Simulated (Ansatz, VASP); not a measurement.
## CdMo in VASP and in Ansatz

```
Cd Mo
1.0
     3.28286    0.00000    0.00000
     0.00000    3.28286    0.00000
     0.00000    0.00000    3.28286
Cd Mo
1 1
Cartesian
  0.0000 0.0000 0.0000
  1.6414 1.6414 1.6414
```

Alike in both runs: task relaxation of cell and atoms; functional PBE; k mesh 16 × 16 × 16; occupations gaussian, width 0.1 eV; no spin polarisation.

|  | VASP | Ansatz |
| --- | --- | --- |
| version | VASP 6.6.1 | Ansatz 0.2.0 |
| potentials or method | VASP PAW PBE potentials, release 64 (Cd, Mo_sv), cutoff 600 eV | scalar-relativistic, plane waves, PAW |
| valence electrons in the cell | 26 | 34 |

|  | VASP | Ansatz | Ansatz less VASP |
| --- | --- | --- | --- |
| gap on the k mesh at the Fermi level, each at its own relaxed structure (eV) | none | none | - |
| relaxed volume (Å³/atom) | 17.80 | 17.70 | -0.104 |
| relaxed cell length with the largest relative difference (Å) | 3.290 | 3.283 | -0.0064 |

A gap of «none» marks a metal or a gap that the smearing closes. VASP's potentials hold 26 valence electrons a cell and Ansatz's 34, so a difference there can come from the potentials and not from the codes.
